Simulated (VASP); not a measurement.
# AgCl (I4/mmm) in VASP: notebook

AgCl is run at these levels: PBEsol; tasks: single point.

Program: VASP 6.6.1. These are calculated values, not measurements. Logs are shortened: lines on timing, memory, paths and dates and some standing lists are left out, and cuts for length are marked.

**1. The cell of the first run**

It takes space group I4/mmm (No. 139, tetragonal). The conventional cell has a = 3.981 Å, b = 3.981 Å, c = 5.463 Å, α = 90.00°, β = 90.00°, γ = 90.00°. Within 3.6 Å of Ag (site symmetry 4/mmm) lie 6 Cl at 2.73 to 2.81 Å. Within 3.6 Å of Cl (site symmetry 4/mmm) lie 6 Ag at 2.73 to 2.81 Å.

**2. Single point, PBEsol (strain +0.015 along x and y, -0.015 along z)**

The input, INCAR:

```
PREC = Accurate
ENCUT = 520
EDIFF = 1E-6
ISMEAR = 0
SIGMA = 0.05
LREAL = False
LASPH = True
NELM = 100
ALGO = Normal
ISIF = 2
LWAVE = False
LCHARG = False
GGA = PS
NBANDS = 16
```

The input, KPOINTS:

```
Automatic mesh
0
Gamma
  8 8 8
```

The input, POSCAR:

```
AgCl
1.0
    0.0000000000      2.8147472500      2.7315527500
    2.8147472500      0.0000000000      2.7315527500
    2.8147472500      2.8147472500      0.0000000000
Ag Cl
1 1
Direct
    0.5000000000      0.5000000000      0.5000000000
    0.0000000000      0.0000000000      0.0000000000
```

Potentials or basis: VASP PAW PBE potentials, release 64 (Ag, Cl).

Run with:

```console
$ cat potpaw_PBE.64/Ag/POTCAR potpaw_PBE.64/Cl/POTCAR > POTCAR
$ mpirun -np 1 vasp_std > vasp.out
```

OUTCAR:

```text
PREC = Accurate
   ENCUT = 520
   EDIFF = 1E-6
   ISMEAR = 0
   LREAL = False
   LASPH = True
   NELM = 100
   ISIF = 2
   GGA = PS

 ion  position               nearest neighbor table
   1  0.500  0.500  0.500-   2 2.73   2 2.73   2 2.81   2 2.81   2 2.81   2 2.81
   2  0.000  0.000  0.000-   1 2.73   1 2.73   1 2.81   1 2.81   1 2.81   1 2.81

  LATTYP: Found a body centered tetragonal cell.
 ALAT       =     3.9806537356
 C/A-ratio  =     1.3724141467

  Lattice vectors:

 A1 = (   0.0000000000,  -2.8147472500,  -2.7315527500)
 A2 = (   0.0000000000,   2.8147472500,  -2.7315527500)
 A3 = (   2.8147472500,   0.0000000000,   2.7315527500)

Analysis of symmetry for initial positions (statically):
=====================================================================
 Subroutine PRICEL returns:
 Original cell was already a primitive cell.

 Routine SETGRP: Setting up the symmetry group for a
 body centered tetragonal supercell.

 Subroutine GETGRP returns: Found 16 space group operations
 (whereof 16 operations were pure point group operations)
 out of a pool of 16 trial point group operations.

The static configuration has the point symmetry D_4h.

Analysis of symmetry for dynamics (positions and initial velocities):
=====================================================================
 Subroutine PRICEL returns:
 Original cell was already a primitive cell.

 Routine SETGRP: Setting up the symmetry group for a
 body centered tetragonal supercell.

 Subroutine GETGRP returns: Found 16 space group operations
 (whereof 16 operations were pure point group operations)
 out of a pool of 16 trial point group operations.

The dynamic configuration has the point symmetry D_4h.

 Subroutine INISYM returns: Found 16 space group operations
 (whereof 16 operations are pure point group operations),
 and found     1 'primitive' translations

----------------------------------------------------------------------------------------

                                     Primitive cell

  volume of cell :      43.2831

  direct lattice vectors                    reciprocal lattice vectors
     0.000000000  2.814747250  2.731552750    -0.177635843  0.177635843  0.183046072
     2.814747250  0.000000000  2.731552750     0.177635843 -0.177635843  0.183046072
     2.814747250  2.814747250  0.000000000     0.177635843  0.177635843 -0.183046072

  length of vectors
     3.922267521  3.922267521  3.980653736     0.310829293  0.310829293  0.310829293

  position of ions in fractional coordinates (direct lattice)
     0.500000000  0.500000000  0.500000000
     0.000000000  0.000000000  0.000000000

  ion indices of the primitive-cell ions
   primitive index   ion index
                 1           1
                 2           2

----------------------------------------------------------------------------------------

 KPOINTS: Automatic mesh

Automatic generation of k-mesh.
 Grid dimensions read from file:
 generate k-points for:    8    8    8

 Generating k-lattice:

  Cartesian coordinates                     Fractional coordinates (reciprocal lattice)
    -0.022204480  0.022204480  0.022880759     0.125000000  0.000000000  0.000000000
     0.022204480 -0.022204480  0.022880759     0.000000000  0.125000000  0.000000000
     0.022204480  0.022204480 -0.022880759     0.000000000  0.000000000  0.125000000

  Length of vectors
     0.038853662  0.038853662  0.038853662

  Shift w.r.t. Gamma in fractional coordinates (k-lattice)
     0.000000000  0.000000000  0.000000000

 Subroutine IBZKPT returns following result:
 ===========================================

 Found     59 irreducible k-points:

 Following reciprocal coordinates:
            Coordinates               Weight
  0.000000  0.000000  0.000000      1.000000
  0.125000 -0.000000  0.000000      8.000000
  0.250000 -0.000000  0.000000      8.000000
  0.375000 -0.000000  0.000000      8.000000
  0.500000 -0.000000  0.000000      4.000000
  0.125000  0.125000  0.000000      2.000000
[... 16 lines left out ...]
  0.250000 -0.000000  0.125000     16.000000
  0.375000 -0.000000  0.125000     16.000000
 [... further k-points ...]
   k-points           NKPTS =     59   k-points in BZ     NKDIM =     59   number of bands    NBANDS=     16
   number of dos      NEDOS =    301   number of ions     NIONS =      2
   total plane-waves  NPLWV =  27000
   dimension x,y,z NGX =    30 NGY =   30 NGZ =   30
   dimension x,y,z NGXF=    60 NGYF=   60 NGZF=   60
   ions per type =               1   1
   NGX,Y,Z   is equivalent  to a cutoff of  12.72, 12.72, 12.53 a.u.
   NGXF,Y,Z  is equivalent  to a cutoff of  25.43, 25.43, 25.06 a.u.
 SYSTEM =  unknown system
   PREC   = accura    normal or accurate (medium, high low for compatibility)
   ISTART =      0    job   : 0-new  1-cont  2-samecut
   ICHARG =      2    charge: 1-file 2-atom 10-const
   ISPIN  =      1    spin polarized calculation?
   LNONCOLLINEAR =      F non collinear calculations
   LSORBIT =      F    spin-orbit coupling
   LASPH  =      T    aspherical Exc in radial PAW
   ENCUT  =  520.0 eV  38.22 Ry    6.18 a.u.   7.29  7.29  7.40*2*pi/ulx,y,z
   NELM   =    100;   NELMIN=  2; NELMDL= -5     # of ELM steps
   EDIFF  = 0.1E-05   stopping-criterion for ELM
   LREAL  =      F    real-space projection
   EDIFFG = 0.1E-04   stopping-criterion for IOM
   NSW    =      0    number of steps for IOM
   IBRION =     -1    ionic relax: 0-MD 1-quasi-New 2-CG
   NFREE  =      0    steps in history (QN), initial steepest desc. (CG)
   ISIF   =      2    stress and relaxation
   ISYM   =      2    0-nonsym 1-usesym 2-fastsym
   POTIM  = 0.5000    time-step for ionic-motion
   TEBEG  =    0.0;   TEEND  =   0.0 temperature during run
   PSTRESS=    0.0 pullay stress
   NELECT =      18.0000    total number of electrons
   NUPDOWN=      -1.0000    fix difference up-down
   EMIN   =  10.00;   EMAX   =-10.00  energy-range for DOS
   EFERMI =   0.00;   METHOD = LEGACY
   ISMEAR =     0;   SIGMA  =   0.05  broadening in eV -4-tet -1-fermi 0-gaus
   EFERMI_NEDOS =   21; number of points for ismear=-14 and -15
   IALGO  =     38    algorithm
   IMIX   =      4    mixing-type and parameters
     AMIX     =   0.40;   BMIX     =  1.00
     AMIX_MAG =   1.60;   BMIX_MAG =  1.00
  volume/ion in A,a.u.               =      21.64       146.04
  Fermi-wavevector in a.u.,A,eV,Ry     =   1.221967  2.309183 20.316270  1.493204
  Thomas-Fermi vector in A             =   2.357131
   LORBIT       =      0    0 simple, 1 ext, 2 COOP (PROOUT), +10 PAW based schemes
   GGA     = PS    functional components
   LHFCALC =     F    Hartree Fock is set to
   AEXX    =    0.0000 exact exchange contribution
   IVDW    =     0    specifies the selected vdW correction
   LEPSILON=     F    determine dielectric tensor
   LRPA    =     F    only Hartree local field effects (RPA)
 non-spin polarized calculation
 Gauss-broadening in eV      SIGMA  =   0.05
  energy-cutoff  :      520.00
  volume of cell :       43.28
 maximum number of plane-waves:      1198
 NGX is ok and might be reduce to    30
   NGX = 15   NGY = 15   NGZ = 15

 number of electron      17.9999999 magnetization

 Free energy of the ion-electron system (eV)
  ---------------------------------------------------
  ext. energy  EPLUGINS =         0.00000000
  ---------------------------------------------------
  free energy    TOTEN  =        -6.02890223 eV

  energy without entropy =       -6.02890223  energy(sigma->0) =       -6.02890223

 E-fermi :   3.9029     XC(G=0): -10.1377

 val. band max:        3.6177878993   @ k =   0.5000  -0.0000   0.0000
 cond. band min:       4.2703261631   @ k =   0.0000   0.0000   0.0000
 fundamental gap:      0.6525382637
 Fermi energy:         3.9028709806

 k-point     1 :       0.0000    0.0000    0.0000
  band No.  band energies     occupation
      1     -11.5205      2.00000
      2       1.0855      2.00000
      3       1.0855      2.00000
      4       1.1416      2.00000
      5       1.1528      2.00000
      6       1.1583      2.00000
[... 8 lines left out ...]
     15      16.3774      0.00000
     16      16.3774      0.00000

 k-point     2 :       0.1250   -0.0000    0.0000
  band No.  band energies     occupation
      1     -11.4613      2.00000
      2       0.3778      2.00000
      3       0.4736      2.00000
      4       0.5095      2.00000
      5       1.1476      2.00000
      6       1.1810      2.00000
[... 8 lines left out ...]
     15      15.4767      0.00000
     16      16.0914      0.00000

 k-point     3 :       0.2500   -0.0000    0.0000
  band No.  band energies     occupation
      1     -11.3123      2.00000
      2      -0.6291      2.00000
      3      -0.1249      2.00000
      4      -0.0471      2.00000
      5       1.2813      2.00000
      6       1.2964      2.00000
[... 8 lines left out ...]
     15      15.7201      0.00000
     16      15.9712      0.00000

 k-point     4 :       0.3750   -0.0000    0.0000
  band No.  band energies     occupation
      1     -11.1538      2.00000
      2      -1.4004      2.00000
      3      -0.4927      2.00000
      4      -0.4033      2.00000
      5       1.4158      2.00000
      6       1.4213      2.00000
[... 8 lines left out ...]
     15      16.5761      0.00000
     16      16.6631      0.00000

 k-point     5 :       0.5000   -0.0000    0.0000
  band No.  band energies     occupation
      1     -11.0851      2.00000
      2      -1.6835      2.00000
      3      -0.6184      2.00000
      4      -0.5256      2.00000
      5       1.4664      2.00000
      6       1.4813      2.00000
[... 8 lines left out ...]
     15      17.0958      0.00000
     16      17.3189      0.00000

 k-point     6 :       0.1250    0.1250    0.0000
  band No.  band energies     occupation
      1     -11.4369      2.00000
      2      -0.1778      2.00000
      3       0.7195      2.00000
      4       0.7195      2.00000
      5       1.1063      2.00000
      6       1.1834      2.00000
[... 8 lines left out ...]
     15      17.1529      0.00000
     16      17.4605      0.00000

 k-point     7 :       0.2500    0.1250    0.0000
  band No.  band energies     occupation
      1     -11.3192      2.00000
      2      -0.7652      2.00000
      3       0.1993      2.00000
      4       0.2781      2.00000
      5       1.1496      2.00000
      6       1.3046      2.00000
[... 8 lines left out ...]
     15      16.8270      0.00000
     16      17.3762      0.00000

 k-point     8 :       0.3750    0.1250    0.0000
  band No.  band energies     occupation
      1     -11.1705      2.00000
      2      -1.2577      2.00000
      3      -0.3654      2.00000
      4      -0.1765      2.00000
      5       1.2779      2.00000
      6       1.4470      2.00000
[... 8 lines left out ...]
     15      17.3238      0.00000
     16      17.3859      0.00000

 k-point     9 :       0.5000    0.1250    0.0000
  band No.  band energies     occupation
      1     -11.0799      2.00000
      2      -1.5190      2.00000
      3      -0.5920      2.00000
      4      -0.4403      2.00000
      5       1.4065      2.00000
      6       1.4935      2.00000
[... 8 lines left out ...]
     15      17.4574      0.00000
     16      18.0750      0.00000
[... 172 lines left out ...]
 k-point    19 :       0.5000    0.3750    0.0000
  band No.  band energies     occupation
      1     -11.0535      2.00000
      2      -0.8563      2.00000
      3       0.0358      2.00000
      4       0.1944      2.00000
      5       1.0276      2.00000
      6       1.5442      2.00000
[... 8 lines left out ...]
     15      18.3619      0.00000
     16      18.9220      0.00000

 k-point    20 :      -0.3750    0.3750    0.0000
  band No.  band energies     occupation
      1     -11.0370      2.00000
      2      -0.6259      2.00000
      3      -0.5907      2.00000
      4      -0.1632      2.00000
      5       1.2432      2.00000
      6       1.5249      2.00000
[... 8 lines left out ...]
     15      17.1484      0.00000
     16      19.4070      0.00000

 k-point    21 :       0.5000    0.5000    0.0000
  band No.  band energies     occupation
      1     -11.0477      2.00000
      2      -0.7801      2.00000
      3       0.4875      2.00000
      4       0.4875      2.00000
      5       0.8073      2.00000
      6       1.3642      2.00000
[... 8 lines left out ...]
     15      18.6743      0.00000
     16      18.6744      0.00000

 k-point    22 :       0.1250    0.0000    0.1250
  band No.  band energies     occupation
      1     -11.4471      2.00000
      2      -0.0103      2.00000
      3       0.7312      2.00000
      4       0.8317      2.00000
      5       1.0389      2.00000
      6       1.1702      2.00000
[... 8 lines left out ...]
     15      17.2817      0.00000
     16      17.4596      0.00000

 k-point    23 :       0.2500   -0.0000    0.1250
  band No.  band energies     occupation
      1     -11.3356      2.00000
      2      -0.5728      2.00000
      3       0.1810      2.00000
      4       0.3129      2.00000
      5       1.1199      2.00000
      6       1.3073      2.00000
[... 8 lines left out ...]
     15      16.8610      0.00000
     16      17.3627      0.00000

 k-point    24 :       0.3750   -0.0000    0.1250
  band No.  band energies     occupation
      1     -11.1851      2.00000
      2      -1.1238      2.00000
      3      -0.3761      2.00000
      4      -0.1927      2.00000
      5       1.2713      2.00000
      6       1.4392      2.00000
[... 8 lines left out ...]
     15      17.1297      0.00000
     16      17.3481      0.00000

 [... further k-points ...]
[... 5 lines left out ...]
  --------------------------------------------------------------------------------------
  -------------------------------------------------------------------------------------
  Total       -0.9035893     -0.9035893     -0.8274745      0.0000000      0.0000000      0.0000000
  in kB      -33.4474706    -33.4474706    -30.6299866      0.0000000      0.0000000      0.0000000
  external PRESSURE =     -32.5083092 kB  Pullay stress =       0.0000000 kB

 VOLUME and BASIS-vectors are now :
 -----------------------------------------------------------------------------
  energy-cutoff  :      520.00
  volume of cell :       43.28
      direct lattice vectors                 reciprocal lattice vectors
     0.000000000  2.814747250  2.731552750    -0.177635843  0.177635843  0.183046072
     2.814747250  0.000000000  2.731552750     0.177635843 -0.177635843  0.183046072
     2.814747250  2.814747250  0.000000000     0.177635843  0.177635843 -0.183046072

 POSITION                                       TOTAL-FORCE (eV/Angst)
 -----------------------------------------------------------------------------------
      2.81475      2.81475      2.73155         0.000000      0.000000     -0.000000
      0.00000      0.00000      0.00000        -0.000000     -0.000000      0.000000
 -----------------------------------------------------------------------------------
    total drift:                                0.000000      0.000000      0.000000

  FREE ENERGIE OF THE ION-ELECTRON SYSTEM (eV)
  ---------------------------------------------------
  free  energy   TOTEN  =        -6.0289022328 eV

  energy  without entropy=       -6.0289022328  energy(sigma->0) =       -6.02890223
```

It took 16 s on 1 thread of Intel Xeon 6975P-C (Granite Rapids), shared host; peak memory 0.19 GiB.

Results:

```
Free energy            : -6.0289 eV
Pressure               : -3.3 GPa
Band gap on the k mesh : 0.65 eV, indirect (least direct gap 2.98 eV)
```

Caveat: the cell differs from its parent crystal (strain +0.015 along x and y, -0.015 along z); the PAW data sets were made with another functional, which shifts forces and pressure a little. A k mesh can miss the band edges.

**3. Single point, PBEsol (strain +0.000 along x and y, +0.030 along z)**

The input, INCAR:

```
SYSTEM = AgCl
  PREC = Accurate
  ENCUT = 520
  EDIFF = 1E-6
  ISMEAR = 0
  SIGMA = 0.05
  LREAL = .False.
  LASPH = .True.
  NELM = 100
  ALGO = Normal
  ISIF = 2
  LWAVE = .False.
  LCHARG = .True.
  GGA = PS
  LELF = .True.
  LVHAR = .True.
  NBANDS = 16
```

The input, KPOINTS:

```
regular mesh
0
Gamma
  8 8 8
  0 0 0
```

The input, POSCAR:

```
AgCl
1.0
    0.0000000000      2.7731500000      2.8563445000
    2.7731500000      0.0000000000      2.8563445000
    2.7731500000      2.7731500000      0.0000000000
Ag Cl
1 1
Direct
    0.5000000000      0.5000000000      0.5000000000
    0.0000000000      0.0000000000      0.0000000000
```

Potentials or basis: VASP PAW PBE potentials, release 64 (Ag, Cl).

Run with:

```console
$ cat potpaw_PBE.64/Ag/POTCAR potpaw_PBE.64/Cl/POTCAR > POTCAR
$ mpirun -np 1 vasp_std > vasp.out
```

Wall time 16 s (1 thread of Intel Xeon 6975P-C (Granite Rapids), shared host); peak memory 0.18 GiB.

The run converged. Its results:

```
Free energy            : -6.0149 eV
Pressure               : -3.8 GPa
Band gap on the k mesh : 0.66 eV, indirect (least direct gap 2.90 eV)
```

Stress tensor (GPa, compression positive):
```
-3.75  0.00  0.00
 0.00 -3.75  0.00
 0.00  0.00 -3.91
```

Levels at points of the mesh, in eV from the valence-band top:
```csv
k point,band 6,band 7,band 8,band 9,band 10,band 11,band 12,band 13
"(0.00, 0.00, 0.00)",-2.41,-2.34,-2.34,-2.24,0.66,10.61,10.70,10.70
"(0.50, 0.00, 0.00)",-2.09,-1.80,-0.18,0.00,4.02,6.20,7.36,7.64
"(0.50, 0.50, 0.00)",-2.26,-1.99,-1.99,-1.93,2.21,7.92,8.08,11.26
"(0.50, 0.00, 0.50)",-2.22,-2.00,-1.98,-1.92,2.19,7.75,8.37,10.82
```

Caveat: the cell differs from its parent crystal (strain +0.000 along x and y, +0.030 along z); the PAW data sets were made with another functional, which shifts forces and pressure a little. A k mesh can miss the band edges.

(Part 1 of 2 ends here.)
